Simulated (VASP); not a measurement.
# GaSb (F-43m) in VASP: further runs

The runs below take GaSb through relaxation of cell and atoms, single point, with PBEsol+D4, PBE.

All numbers are computed with VASP 6.6.1; they aren't measurements. Logs are shortened: lines on timing, memory, paths and dates and some standing lists are left out, and cuts for length are marked.

### 1 The cell of the first run

The structure is cubic, space group F-43m (No. 216). The conventional cell has a = 6.118 Å, b = 6.118 Å, c = 6.118 Å, α = 90.00°, β = 90.00°, γ = 90.00°. Sb (site symmetry -43m) has 4 Ga at 2.65 Å within 3.5 Å. Within 3.5 Å of Ga (site symmetry -43m) lie 4 Sb at 2.65 Å.

### 2 Relaxation of cell and atoms, PBEsol+D4

Input file INCAR:

```
SYSTEM = GaSb
PREC = Accurate
ENCUT = 600
EDIFF = 1E-6
ISMEAR = -1
SIGMA = 0.05
LREAL = .FALSE.
LASPH = .TRUE.
NELM = 80
ALGO = Normal
ISIF = 3
LWAVE = .FALSE.
LCHARG = .FALSE.
GGA = PS
IVDW = 13
IBRION = 2
NSW = 80
EDIFFG = -0.02
```

Input file KPOINTS:

```
Automatic mesh
0
G
  8 8 8
  0 0 0
```

Input file POSCAR:

```
GaSb
1.0
    0.0000000000      3.0590000000      3.0590000000
    3.0590000000      0.0000000000      3.0590000000
    3.0590000000      3.0590000000      0.0000000000
Sb Ga
1 1
Direct
    0.7500000000      0.7500000000      0.7500000000
    0.0000000000      0.0000000000      0.0000000000
```

Potentials or basis: VASP PAW PBE potentials, release 64 (Sb, Ga_d).

Command:

```bash
> cat potpaw_PBE.64/Sb/POTCAR potpaw_PBE.64/Ga_d/POTCAR > POTCAR
> mpirun -np 1 vasp_std > vasp.out
```

OUTCAR:

```text
SYSTEM = GaSb
   PREC = Accurate
   ENCUT = 600
   EDIFF = 1E-6
   ISMEAR = -1
   LREAL = .FALSE.
   LASPH = .TRUE.
   NELM = 80
   ISIF = 3
   GGA = PS
   IVDW = 13
   IBRION = 2
   NSW = 80
   EDIFFG = -0.02

 ion  position               nearest neighbor table
   1  0.750  0.750  0.750-   2 2.65   2 2.65   2 2.65   2 2.65
   2  0.000  0.000  0.000-   1 2.65   1 2.65   1 2.65   1 2.65

  LATTYP: Found a face centered cubic cell.
 ALAT       =     6.1180000000

  Lattice vectors:

 A1 = (   0.0000000000,   3.0590000000,   3.0590000000)
 A2 = (   3.0590000000,   0.0000000000,   3.0590000000)
 A3 = (   3.0590000000,   3.0590000000,   0.0000000000)

Analysis of symmetry for initial positions (statically):
=====================================================================
 Subroutine PRICEL returns:
 Original cell was already a primitive cell.

 Routine SETGRP: Setting up the symmetry group for a
 face centered cubic supercell.

 Subroutine GETGRP returns: Found 24 space group operations
 (whereof 24 operations were pure point group operations)
 out of a pool of 48 trial point group operations.

The static configuration has the point symmetry T_d .

Analysis of symmetry for dynamics (positions and initial velocities):
=====================================================================
 Subroutine PRICEL returns:
 Original cell was already a primitive cell.

 Routine SETGRP: Setting up the symmetry group for a
 face centered cubic supercell.

 Subroutine GETGRP returns: Found 24 space group operations
 (whereof 24 operations were pure point group operations)
 out of a pool of 48 trial point group operations.

The dynamic configuration has the point symmetry T_d .

 Subroutine INISYM returns: Found 24 space group operations
 (whereof 24 operations are pure point group operations),
 and found     1 'primitive' translations

----------------------------------------------------------------------------------------

                                     Primitive cell

  volume of cell :      57.2491

  direct lattice vectors                    reciprocal lattice vectors
     0.000000000  3.059000000  3.059000000    -0.163452109  0.163452109  0.163452109
     3.059000000  0.000000000  3.059000000     0.163452109 -0.163452109  0.163452109
     3.059000000  3.059000000  0.000000000     0.163452109  0.163452109 -0.163452109

  length of vectors
     4.326079287  4.326079287  4.326079287     0.283107357  0.283107357  0.283107357

  position of ions in fractional coordinates (direct lattice)
     0.750000000  0.750000000  0.750000000
     0.000000000  0.000000000  0.000000000

  ion indices of the primitive-cell ions
   primitive index   ion index
                 1           1
                 2           2

----------------------------------------------------------------------------------------

 KPOINTS: Automatic mesh

Automatic generation of k-mesh.
 Grid dimensions read from file:
 generate k-points for:    8    8    8

 Generating k-lattice:

  Cartesian coordinates                     Fractional coordinates (reciprocal lattice)
    -0.020431514  0.020431514  0.020431514     0.125000000  0.000000000  0.000000000
     0.020431514 -0.020431514  0.020431514     0.000000000  0.125000000  0.000000000
     0.020431514  0.020431514 -0.020431514     0.000000000  0.000000000  0.125000000

  Length of vectors
     0.035388420  0.035388420  0.035388420

  Shift w.r.t. Gamma in fractional coordinates (k-lattice)
     0.000000000  0.000000000  0.000000000

 Subroutine IBZKPT returns following result:
 ===========================================

 Found     29 irreducible k-points:

 Following reciprocal coordinates:
            Coordinates               Weight
  0.000000  0.000000  0.000000      1.000000
  0.125000  0.000000  0.000000      8.000000
  0.250000  0.000000  0.000000      8.000000
  0.375000  0.000000  0.000000      8.000000
  0.500000  0.000000  0.000000      4.000000
  0.125000  0.125000  0.000000      6.000000
[... 16 lines left out ...]
  0.500000  0.250000  0.125000     48.000000
 -0.375000  0.250000  0.125000     24.000000
 [... further k-points ...]
   k-points           NKPTS =     29   k-points in BZ     NKDIM =     29   number of bands    NBANDS=     13
   number of dos      NEDOS =    301   number of ions     NIONS =      2
   total plane-waves  NPLWV =  46656
   dimension x,y,z NGX =    36 NGY =   36 NGZ =   36
   dimension x,y,z NGXF=    72 NGYF=   72 NGZF=   72
   ions per type =               1   1
   NGX,Y,Z   is equivalent  to a cutoff of  13.83, 13.83, 13.83 a.u.
   NGXF,Y,Z  is equivalent  to a cutoff of  27.67, 27.67, 27.67 a.u.
 SYSTEM =  GaSb
   PREC   = accura    normal or accurate (medium, high low for compatibility)
   ISTART =      0    job   : 0-new  1-cont  2-samecut
   ICHARG =      2    charge: 1-file 2-atom 10-const
   ISPIN  =      1    spin polarized calculation?
   LNONCOLLINEAR =      F non collinear calculations
   LSORBIT =      F    spin-orbit coupling
   LASPH  =      T    aspherical Exc in radial PAW
   ENCUT  =  600.0 eV  44.10 Ry    6.64 a.u.   8.64  8.64  8.64*2*pi/ulx,y,z
   NELM   =     80;   NELMIN=  2; NELMDL= -5     # of ELM steps
   EDIFF  = 0.1E-05   stopping-criterion for ELM
   LREAL  =      F    real-space projection
   EDIFFG = -.2E-01   stopping-criterion for IOM
   NSW    =     80    number of steps for IOM
   IBRION =      2    ionic relax: 0-MD 1-quasi-New 2-CG
   NFREE  =      1    steps in history (QN), initial steepest desc. (CG)
   ISIF   =      3    stress and relaxation
   ISYM   =      2    0-nonsym 1-usesym 2-fastsym
   POTIM  = 0.5000    time-step for ionic-motion
   TEBEG  =    0.0;   TEEND  =   0.0 temperature during run
   PSTRESS=    0.0 pullay stress
   NELECT =      18.0000    total number of electrons
   NUPDOWN=      -1.0000    fix difference up-down
   EMIN   =  10.00;   EMAX   =-10.00  energy-range for DOS
   EFERMI =   0.00;   METHOD = LEGACY
   ISMEAR =    -1;   SIGMA  =   0.05  broadening in eV -4-tet -1-fermi 0-gaus
   EFERMI_NEDOS =   21; number of points for ismear=-14 and -15
   IALGO  =     38    algorithm
   IMIX   =      4    mixing-type and parameters
     AMIX     =   0.40;   BMIX     =  1.00
     AMIX_MAG =   1.60;   BMIX_MAG =  1.00
  volume/ion in A,a.u.               =      28.62       193.17
  Fermi-wavevector in a.u.,A,eV,Ry     =   1.113208  2.103657 16.860766  1.239231
  Thomas-Fermi vector in A             =   2.249790
   LORBIT       =      0    0 simple, 1 ext, 2 COOP (PROOUT), +10 PAW based schemes
   GGA     = PS    functional components
   LHFCALC =     F    Hartree Fock is set to
   AEXX    =    0.0000 exact exchange contribution
   IVDW    =    13    specifies the selected vdW correction
   LEPSILON=     F    determine dielectric tensor
   LRPA    =     F    only Hartree local field effects (RPA)
 conjugate gradient relaxation of ions
 non-spin polarized calculation
  energy-cutoff  :      600.00
  volume of cell :       57.25
 maximum number of plane-waves:      1926
   NGX = 17   NGY = 17   NGZ = 17

--------------------------------------- Ionic step        1  -------------------------------------------

 number of electron      18.0000006 magnetization

 Free energy of the ion-electron system (eV)
  ---------------------------------------------------
  ext. energy  EPLUGINS =         0.00000000
  ---------------------------------------------------
  free energy    TOTEN  =        -8.14800815 eV

  energy without entropy =       -8.14749346  energy(sigma->0) =       -8.14775081

------------------------ aborting loop because EDIFF is reached ----------------------------------------

  DFT-D4 for vdW energy calculation

  Edisp (eV):   -0.49059

  FORCE on cell =-STRESS in cart. coord.  units (eV):
  Direction    XX          YY          ZZ          XY          YZ          ZX
  --------------------------------------------------------------------------------------
  -------------------------------------------------------------------------------------
  Total      -0.48782    -0.48782    -0.48782    -0.00000    -0.00000    -0.00000
  in kB     -13.65214   -13.65214   -13.65214    -0.00000    -0.00000    -0.00000
  external pressure =      -13.65 kB  Pullay stress =        0.00 kB
[... 61 lines left out ...]
  energy  without entropy=       -8.6442407047  energy(sigma->0) =       -8.64435271

--------------------------------------- Ionic step        3  -------------------------------------------

 number of electron      18.0000005 magnetization

 Free energy of the ion-electron system (eV)
  ---------------------------------------------------
  ext. energy  EPLUGINS =         0.00000000
  ---------------------------------------------------
  free energy    TOTEN  =        -8.14216428 eV

  energy without entropy =       -8.14185607  energy(sigma->0) =       -8.14201017

 E-fermi :   5.1325     XC(G=0):  -9.3830

 val. band max:        5.0102840403   @ k =   0.0000   0.0000   0.0000
 cond. band min:       5.1928497106   @ k =   0.0000   0.0000   0.0000
 fundamental gap:      0.1825656703
 Fermi energy:         5.1325268670

 k-point     1 :       0.0000    0.0000    0.0000
  band No.  band energies     occupation
      1     -10.0458      2.00000
      2     -10.0458      2.00000
      3     -10.0458      2.00000
      4      -9.9912      2.00000
      5      -9.9912      2.00000
      6      -6.6841      2.00000
      7       5.0103      1.84037
      8       5.0103      1.84037
      9       5.0103      1.84037
     10       5.1928      0.46066
     11       7.7587      0.00000
     12       7.7587      0.00000
     13       7.7587      0.00000
[... 353 lines left out ...]
 k-point    24 :      -0.3750    0.2500    0.1250
  band No.  band energies     occupation
      1     -10.0830      2.00000
      2     -10.0305      2.00000
      3     -10.0271      2.00000
      4      -9.9947      2.00000
      5      -9.9911      2.00000
      6      -4.6133      2.00000
      7      -1.4747      2.00000
      8       1.7813      2.00000
      9       3.0265      2.00000
     10       7.3378      0.00000
     11       8.3614      0.00000
     12      10.4418      0.00000
     13      11.4745      0.00000

 [... further k-points ...]

------------------------ aborting loop because EDIFF is reached ----------------------------------------

  DFT-D4 for vdW energy calculation

  Edisp (eV):   -0.50301

  FORCE on cell =-STRESS in cart. coord.  units (eV):
  Direction    XX          YY          ZZ          XY          YZ          ZX
  --------------------------------------------------------------------------------------
  -------------------------------------------------------------------------------------
  Total       0.00509     0.00509     0.00509     0.00000    -0.00000     0.00000
  in kB       0.14624     0.14624     0.14624     0.00000    -0.00000     0.00000
  external pressure =        0.15 kB  Pullay stress =        0.00 kB
[... 17 lines left out ...]
  FREE ENERGIE OF THE ION-ELECTRON SYSTEM (eV)
  ---------------------------------------------------
  free  energy   TOTEN  =        -8.6451726771 eV

  energy  without entropy=       -8.6448644688  energy(sigma->0) =       -8.64501857

 reached required accuracy - stopping structural energy minimisation
```

Wall time 43 s (1 thread of Intel Xeon Platinum 8488C (Sapphire Rapids), shared host); peak memory 0.22 GiB.

What came out:

```
Free energy                            : -8.6452 eV
Relaxed volume                         : 27.87 Å³/atom
Relaxed cell                           : a = 4.288 Å, b = 4.288 Å, c = 4.288 Å, α = 60.00°, β = 60.00°, γ = 60.00°
Space group after relaxing (to 0.05 Å) : F-43m (No. 216)
Energy gained by relaxing              : 3.3 meV/atom
Ionic steps                            : 3
Pressure after relaxing                : 0.0 GPa
Band gap on the k mesh                 : 0.18 eV, direct
Dispersion energy per atom             : -0.252 eV
```

The path:
```tsv
step	energy change (eV)	largest force (eV/Å)	pressure (GPa)	volume (Å³)
1	0.0000	0.0000	-1.37	57.25
2	-0.0059	0.0000	0.46	55.25
3	-0.0066	0.0000	0.01	55.73
```

Final structure:
```yaml
crystal:
  lattice:
    - [0.00000, 3.03174, 3.03174]
    - [3.03174, 0.00000, 3.03174]
    - [3.03174, 3.03174, 0.00000]
  atoms:
    - { symbol: Sb, position: [0.75000, 0.75000, 0.75000] }
    - { symbol: Ga, position: [0.00000, 0.00000, 0.00000] }
```

Caveat: the PAW data sets were made with another functional, which shifts forces and pressure a little; spin-orbit coupling is left out, which moves the levels of the heavy elements. A k mesh can miss the band edges.

### 3 Single point, PBE

This run uses another cell than the first one, of 21.84 Å³/atom, 0.763 times its volume.

Input file INCAR:

```
SYSTEM = GaSb
PREC     = Accurate       ! precision mode
ENCUT    = 520            ! plane-wave cutoff, eV
EDIFF    = 1E-7           ! SCF threshold, eV
ISMEAR   = -1             ! smearing method
SIGMA    = 0.05           ! smearing width, eV
LREAL    = .FALSE.        ! projectors in reciprocal space
LASPH    = .TRUE.         ! aspherical terms in the spheres
NELM     = 80             ! most SCF steps
ALGO     = Normal         ! electronic algorithm
ISIF     = 2              ! what is computed and relaxed
LWAVE    = .FALSE.        ! write WAVECAR
LCHARG   = .TRUE.         ! write CHGCAR
GGA      = PE             ! functional
LELF     = .TRUE.         ! ELF
LVHAR    = .TRUE.       
NBANDS   = 16             ! bands
```

KPOINTS is that of step 2.

Input file POSCAR:

```
GaSb
1.0
    0.0000000000      2.7953100739      2.7953100739
    2.7953100739      0.0000000000      2.7953100739
    2.7953100739      2.7953100739      0.0000000000
Sb Ga
1 1
Direct
    0.7500000000      0.7500000000      0.7500000000
    0.0000000000      0.0000000000      0.0000000000
```

Potentials or basis: VASP PAW PBE potentials, release 64 (Sb, Ga_d).

Command:

```bash
> cat potpaw_PBE.64/Sb/POTCAR potpaw_PBE.64/Ga_d/POTCAR > POTCAR
> mpirun -np 1 vasp_std > vasp.out
```

It took 24 s on 1 thread of Intel Xeon Platinum 8259CL at 2.50GHz (Skylake/Cascade Lake), shared host; peak memory 0.17 GiB.

The run converged. Its results:

```yaml
Free_energy: -6.2241 eV
Pressure: 30.2 GPa
Band_gap_on_the_k_mesh: 0.36 eV, indirect (least direct gap 2.14 eV)
```

Levels at points of the mesh, in eV from the valence-band top:
| k point | band 7 | band 8 | band 9 | band 10 | band 11 | band 12 |
| --- | --- | --- | --- | --- | --- | --- |
| (0.00, 0.00, 0.00) | 0.00 | 0.00 | 0.00 | 2.14 | 2.60 | 2.60 |
| (0.50, 0.00, 0.00) | -8.05 | -1.68 | -1.68 | 1.05 | 3.62 | 3.62 |
| (0.50, 0.50, 0.00) | -8.31 | -3.71 | -3.71 | 0.42 | 0.60 | 10.50 |

Caveat: spin-orbit coupling is left out, which moves the levels of the heavy elements. A k mesh can miss the band edges.

(Continued in part 2 of 2.)
